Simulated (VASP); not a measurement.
# CsCdCl3 (P4/mmm) in VASP: further runs, part 2 of 2

VASP 6.6.1.

## (5) Single point, LDA (biaxial strain in the a-b plane: -4.0 %, then relaxed in part)

INCAR reads:

```
SYSTEM = CsCdCl3
  ALGO = Normal
  EDIFF = 1E-7
  ENCUT = 520
  GGA = CA
  ISIF = 2
  ISMEAR = 0
  LASPH = .TRUE.
  LCHARG = .FALSE.
  LREAL = .FALSE.
  LWAVE = .FALSE.
  NBANDS = 29
  NELM = 100
  PREC = Accurate
  SIGMA = 0.02
```

KPOINTS reads:

```
k-points
0
G
  6 6 6
  0 0 0
```

POSCAR reads:

```
CsCdCl3
1.0
    4.9076857542      0.0000000000      0.0000000000
    0.0000000000      4.9076857542      0.0000000000
    0.0000000000      0.0000000000      5.2609885124
Cs Cd Cl
1 1 3
Direct
    0.0000000000      0.0000000000      0.0000000000
    0.5000000000      0.5000000000      0.5000000000
    0.0000000000      0.5000000000      0.5000000000
    0.5000000000      0.0000000000      0.5000000000
    0.5000000000      0.5000000000      0.0000000000
```

Potentials or basis: VASP PAW LDA potentials, release 64 (Cs_sv, Cd, Cl).

Command:

```bash
$ cat potpaw_LDA.64/Cs_sv/POTCAR potpaw_LDA.64/Cd/POTCAR potpaw_LDA.64/Cl/POTCAR > POTCAR
$ mpirun -np 1 vasp_std > vasp.out
```

OUTCAR:

```text
SYSTEM = CsCdCl3
   EDIFF = 1E-7
   ENCUT = 520
   GGA = CA
   ISIF = 2
   ISMEAR = 0
   LASPH = .TRUE.
   LREAL = .FALSE.
   NELM = 100
   PREC = Accurate

 ion  position               nearest neighbor table
   1  0.000  0.000  0.000-
   2  0.500  0.500  0.500-   3 2.45   4 2.45   4 2.45   3 2.45   5 2.63   5 2.63
   3  0.000  0.500  0.500-   2 2.45   2 2.45
   4  0.500  0.000  0.500-   2 2.45   2 2.45
   5  0.500  0.500  0.000-   2 2.63   2 2.63

  LATTYP: Found a simple tetragonal cell.
 ALAT       =     4.9076857542
 C/A-ratio  =     1.0719896864

  Lattice vectors:

 A1 = (   4.9076857542,   0.0000000000,   0.0000000000)
 A2 = (   0.0000000000,   4.9076857542,   0.0000000000)
 A3 = (   0.0000000000,   0.0000000000,   5.2609885124)

Analysis of symmetry for initial positions (statically):
=====================================================================
 Subroutine PRICEL returns:
 Original cell was already a primitive cell.

 Routine SETGRP: Setting up the symmetry group for a
 simple tetragonal supercell.

 Subroutine GETGRP returns: Found 16 space group operations
 (whereof 16 operations were pure point group operations)
 out of a pool of 16 trial point group operations.

The static configuration has the point symmetry D_4h.

Analysis of symmetry for dynamics (positions and initial velocities):
=====================================================================
 Subroutine PRICEL returns:
 Original cell was already a primitive cell.

 Routine SETGRP: Setting up the symmetry group for a
 simple tetragonal supercell.

 Subroutine GETGRP returns: Found 16 space group operations
 (whereof 16 operations were pure point group operations)
 out of a pool of 16 trial point group operations.

The dynamic configuration has the point symmetry D_4h.

 Subroutine INISYM returns: Found 16 space group operations
 (whereof 16 operations are pure point group operations),
 and found     1 'primitive' translations

[... 117 lines left out ...]
   IALGO  =     38    algorithm
   IMIX   =      4    mixing-type and parameters
     AMIX     =   0.40;   BMIX     =  1.00
     AMIX_MAG =   1.60;   BMIX_MAG =  1.00
  volume/ion in A,a.u.               =      25.34       171.02
  Fermi-wavevector in a.u.,A,eV,Ry     =   1.132968  2.140999 17.464663  1.283617
  Thomas-Fermi vector in A             =   2.269670
   LORBIT       =      0    0 simple, 1 ext, 2 COOP (PROOUT), +10 PAW based schemes
   GGA     = CA    functional components
   LHFCALC =     F    Hartree Fock is set to
   AEXX    =    0.0000 exact exchange contribution
   IVDW    =     0    specifies the selected vdW correction
   LEPSILON=     F    determine dielectric tensor
   LRPA    =     F    only Hartree local field effects (RPA)
 non-spin polarized calculation
 Gauss-broadening in eV      SIGMA  =   0.02
  energy-cutoff  :      520.00
  volume of cell :      126.71
 maximum number of plane-waves:      3436
 NGX is ok and might be reduce to    40
   NGX = 19   NGY = 19   NGZ = 19

 number of electron      41.9999995 magnetization

 Free energy of the ion-electron system (eV)
  ---------------------------------------------------
  ext. energy  EPLUGINS =         0.00000000
  ---------------------------------------------------
  free energy    TOTEN  =       -16.68095651 eV

  energy without entropy =      -16.68095651  energy(sigma->0) =      -16.68095651

 E-fermi :   1.3123     XC(G=0):  -9.6104

 val. band max:        1.1709337087   @ k =   0.5000   0.5000   0.5000
 cond. band min:       2.6756158063   @ k =   0.0000   0.0000   0.0000
 fundamental gap:      1.5046820976
 Fermi energy:         1.3123111285

 k-point     1 :       0.0000    0.0000    0.0000
  band No.  band energies     occupation
      1     -18.1852      2.00000
      2     -13.3686      2.00000
      3     -12.7314      2.00000
      4     -12.3622      2.00000
      5      -5.9692      2.00000
      6      -5.9168      2.00000
[... 757 lines left out ...]
     28       9.3279      0.00000
     29      10.0337      0.00000

 [... further k-points ...]
[... 5 lines left out ...]
  --------------------------------------------------------------------------------------
  -------------------------------------------------------------------------------------
  Total        3.9254892      3.9254892      0.1870225      0.0000000      0.0000000      0.0000000
  in kB       49.6344847     49.6344847      2.3647411      0.0000000      0.0000000      0.0000000
  external PRESSURE =      33.8779035 kB  Pullay stress =       0.0000000 kB

 VOLUME and BASIS-vectors are now :
 -----------------------------------------------------------------------------
  energy-cutoff  :      520.00
  volume of cell :      126.71
      direct lattice vectors                 reciprocal lattice vectors
     4.907685754  0.000000000  0.000000000     0.203762028  0.000000000  0.000000000
     0.000000000  4.907685754  0.000000000     0.000000000  0.203762028  0.000000000
     0.000000000  0.000000000  5.260988512     0.000000000  0.000000000  0.190078347

 POSITION                                       TOTAL-FORCE (eV/Angst)
 -----------------------------------------------------------------------------------
      0.00000      0.00000      0.00000         0.000000      0.000000      0.000000
      2.45384      2.45384      2.63049         0.000000      0.000000      0.000000
      0.00000      2.45384      2.63049         0.000000      0.000000      0.000000
      2.45384      0.00000      2.63049         0.000000      0.000000      0.000000
      2.45384      2.45384      0.00000         0.000000      0.000000      0.000000
 -----------------------------------------------------------------------------------
    total drift:                                0.000000      0.000000     -0.000000

  FREE ENERGIE OF THE ION-ELECTRON SYSTEM (eV)
  ---------------------------------------------------
  free  energy   TOTEN  =       -16.6809565108 eV

  energy  without entropy=      -16.6809565108  energy(sigma->0) =      -16.68095651
```

Run time: 2.5 min. Hardware: 1 thread of Oxide Virtual Turin-like, shared host; peak memory 0.25 GiB.

What came out:

```yaml
Free_energy: -16.6810 eV
Pressure: 3.4 GPa
Band_gap_on_the_k_mesh: 1.50 eV (least direct gap 2.59 eV)
```

Levels at points of the mesh, in eV from the valence-band top:
| k point | band 18 | band 19 | band 20 | band 21 | band 22 | band 23 | band 24 | band 25 |
| --- | --- | --- | --- | --- | --- | --- | --- | --- |
| (0.00, 0.00, 0.00) | -1.53 | -1.10 | -1.09 | -1.09 | 1.50 | 5.11 | 5.32 | 5.41 |
| (0.50, 0.00, 0.00) | -1.58 | -1.56 | -1.50 | -1.44 | 4.81 | 6.74 | 7.03 | 7.21 |
| (0.50, 0.50, 0.00) | -1.40 | -1.40 | -0.76 | -0.01 | 6.91 | 7.02 | 7.02 | 7.45 |
| (0.00, 0.00, 0.50) | -1.48 | -1.48 | -1.33 | -1.33 | 3.99 | 6.40 | 6.55 | 7.35 |
| (0.50, 0.00, 0.50) | -1.79 | -1.71 | -0.89 | -0.36 | 6.38 | 6.49 | 7.23 | 7.24 |
| (0.50, 0.50, 0.50) | -0.82 | -0.74 | -0.43 | 0.00 | 5.01 | 5.40 | 5.40 | 6.87 |

Caveat: the cell differs from its parent crystal (biaxial strain in the a-b plane: -4.0 %, then relaxed in part); the cell stands under pressure; spin-orbit coupling is left out, which moves the levels of the heavy elements. A k mesh can miss the band edges.

## (6) Overview

```csv
cell,gap on the mesh (eV),pressure (GPa)
"a = 4.805, b = 4.805, c = 5.296 Å, 5 atoms",1.45,6.1
"a = 4.805, b = 4.805, c = 5.343 Å, 5 atoms",1.42,5.6
"a = 4.908, b = 4.908, c = 5.235 Å, 5 atoms",1.52,3.6
"a = 4.908, b = 4.908, c = 5.261 Å, 5 atoms",1.50,3.4
```

Alike in all rows: task single point; level LDA; potentials or basis VASP PAW LDA potentials, release 64 (Cs_sv, Cd, Cl); no spin polarisation; k mesh 6 × 6 × 6; cutoff (eV) 520; smearing gaussian 0.02 eV.

Caveats: spin-orbit coupling is left out, which moves the levels of the heavy elements; the cell stands under pressure (at least some runs); the stress differs along the axes, from 1 to 9 GPa (at least some runs); the stress differs along the axes, from 0 to 8 GPa (at least some runs).

Total energies depend on the potentials used, so only differences within one code and one set of settings carry meaning.
